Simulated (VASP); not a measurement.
A run of VASP 6.6.1:

Contents of POSCAR:

```
KBr
1.0
    0.0000000000      3.2750000000      3.2750000000
    3.2750000000      0.0000000000      3.2750000000
    3.2750000000      3.2750000000      0.0000000000
K Br
1 1
Direct
    0.0000000000      0.0000000000      0.0000000000
    0.5000000000      0.5000000000      0.5000000000
```

The input INCAR.step1:

```
SYSTEM = KBr
PREC = Accurate ; ENCUT = 520
EDIFF = 1E-5 ; ISMEAR = -1
SIGMA = 0.05 ; LREAL = .False.
LASPH = .True. ; NELM = 60
ALGO = Normal ; ISIF = 2
LWAVE = .True. ; LCHARG = .False.
NBANDS = 15 ; GGA = PE
```

Contents of INCAR.step2:

```
SYSTEM = KBr
PREC = Accurate ; ENCUT = 520
EDIFF = 1E-7 ; ISMEAR = -1
SIGMA = 0.05 ; LREAL = .False.
LASPH = .True. ; NELM = 60
ALGO = Normal ; ISIF = 2
LWAVE = .False. ; LCHARG = .False.
GGA = PE ; LHFCALC = .True.
HFSCREEN = 0.2079 ; PRECFOCK = Normal
NBANDS = 15 ; ISTART = 1
```

Contents of KPOINTS:

```
regular mesh
0
Gamma
  6 6 6
  0 0 0
```

Potentials or basis: VASP PAW PBE potentials, release 64 (K_sv, Br).

Command:

```sh
$ cat potpaw_PBE.64/K_sv/POTCAR potpaw_PBE.64/Br/POTCAR > POTCAR
$ cp INCAR.step1 INCAR
$ mpirun -np 1 vasp_std > vasp.out
$ cp INCAR.step2 INCAR
$ mpirun -np 1 vasp_std > vasp.out
```

Hardware: 1 thread of Intel(R) Xeon(R) Platinum 8259CL CPU @ 2.50GHz (Skylake/Cascade Lake), on a shared host.

Question: How long does it take, and how much memory?

Answer: Run time: 81 min on 1 thread of Intel(R) Xeon(R) Platinum 8259CL CPU @ 2.50GHz (Skylake/Cascade Lake), on a shared host, peak memory 0.35 GiB. Counts: k points 16.
